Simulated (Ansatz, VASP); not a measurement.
**One calculation of Ta, two programs**

INCAR

```
SYSTEM = Ta
PREC = Accurate ; ENCUT = 520
EDIFF = 1E-6 ; ISMEAR = -1
SIGMA = 0.08 ; LREAL = .False.
LASPH = .True. ; NELM = 100
ALGO = Normal ; ISIF = 2
LWAVE = .False. ; LCHARG = .True.
GGA = PE ; LELF = .True.
LVHAR = .True. ; NBANDS = 12
```

The input KPOINTS:

```
Automatic mesh
0
Gamma
  17 17 17
  0 0 0
```

File POSCAR:

```
Ta
1.0
   -1.6178577021      1.6178577021      1.6178577021
    1.6178577021     -1.6178577021      1.6178577021
    1.6178577021      1.6178577021     -1.6178577021
Ta
1
Direct
    0.0000000000      0.0000000000      0.0000000000
```

Input for Ansatz:

```yaml
crystal:
  lattice:
    - [-1.6178577021, 1.6178577021, 1.6178577021]
    - [1.6178577021, -1.6178577021, 1.6178577021]
    - [1.6178577021, 1.6178577021, -1.6178577021]
  atoms:
    - { symbol: Ta, position: [0.0, 0.0, 0.0] }
kpoints:
  mp_grid: { grid: [17, 17, 17] }
scf:
  occupations: { method: fermi_dirac, width: 0.08 }
hamiltonian:
  xc: pbe
  pseudopotentials: { kind: all_electron, lapw: { basis_error: 0.0005 } }
output:
  forces: true
  stress: true
  eigenvalues: true
```

Change from the starting cell: volume scaled by 0.9405.

Alike in both runs: task single point; functional PBE; k mesh 17 × 17 × 17; occupations fermi-dirac, width 0.08 eV; no spin polarisation.

|  | VASP | Ansatz |
| --- | --- | --- |
| version | VASP 6.6.1 | Ansatz 0.2.0 |
| potentials or method | VASP PAW PBE potentials, release 64 (Ta_pv), cutoff 520 eV | all-electron LAPW, scalar-relativistic |

|  | VASP | Ansatz | Ansatz less VASP |
| --- | --- | --- | --- |
| pressure (GPa) | 17.7 | 17.2 | -0.44 |

Ansatz ran all-electron here, and VASP with PAW potentials.

Spin-orbit coupling is off throughout.
